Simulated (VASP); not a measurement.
Write the native input for VASP 6.6.1 that does the following.

* Task: single point
* Functional: PBE
* Potentials or basis: VASP PAW PBE potentials, release 64 (Sr_sv, Ti_sv, O)
* Cutoff: 520 eV
* k mesh: 6 × 6 × 6
* Occupations: gaussian, width 0.05 eV
* Spin: no spin polarisation
* Hubbard terms: Ti d U = 4.0 eV
* Dipole correction: no
* Further INCAR settings: ALGO = Normal; EDIFF = 1e-06; NBANDS = 51

The structure of SrTiO3 lies in POSCAR:

```
SrTiO3
1.0
   -2.7819604969      2.7819604969      3.9634572565
    2.7819604969     -2.7819604969      3.9634572565
    2.7819604969      2.7819604969     -3.9634572565
Sr Ti O
2 2 6
Direct
    0.7500000000      0.2500000000      0.5000000000
    0.2500000000      0.7500000000      0.5000000000
    0.0000000000      0.0000000000      0.0000000000
    0.5000000000      0.5000000000      0.0000000000
    0.2500000000      0.2500000000      0.0000000000
    0.7500000000      0.7500000000      0.0000000000
    0.7223702783      0.2223702783      0.9447405566
    0.2223702783      0.2776297217      0.5000000000
    0.2776297217      0.7776297217      0.0552594434
    0.7776297217      0.7223702783      0.5000000000
```

The input as run:

INCAR

```
PREC = Accurate ; ENCUT = 520
EDIFF = 1E-6 ; ISMEAR = 0
SIGMA = 0.05 ; LREAL = False
LASPH = True ; NELM = 150
ALGO = Normal ; ISIF = 2
LWAVE = False ; LCHARG = False
LMAXMIX = 4 ; LDAU = True
LDAUTYPE = 2 ; LDAUL = -1 2 -1
LDAUU = 0 4 0 ; LDAUJ = 0 0 0
LDAUPRINT = 1 ; GGA = PE
NBANDS = 51
```

KPOINTS

```
regular mesh
0
Gamma
  6 6 6
```

Potentials or basis: VASP PAW PBE potentials, release 64 (Sr_sv, Ti_sv, O).

Launch:

```console
$ cat potpaw_PBE.64/Sr_sv/POTCAR potpaw_PBE.64/Ti_sv/POTCAR potpaw_PBE.64/O/POTCAR > POTCAR
$ mpirun -np 1 vasp_std > vasp.out
```

Results of the run:

```json
{
  "Pressure": "2.6 GPa",
  "Largest force": "0.012 eV/Å",
  "Band gap on the k mesh": "2.42 eV, indirect (least direct gap 2.43 eV)"
}
```

It took 4.2 min on 1 thread of AMD EPYC 7R43 64-Core Processor (Zen 3), with other jobs on the host, peak memory 0.3 GiB.
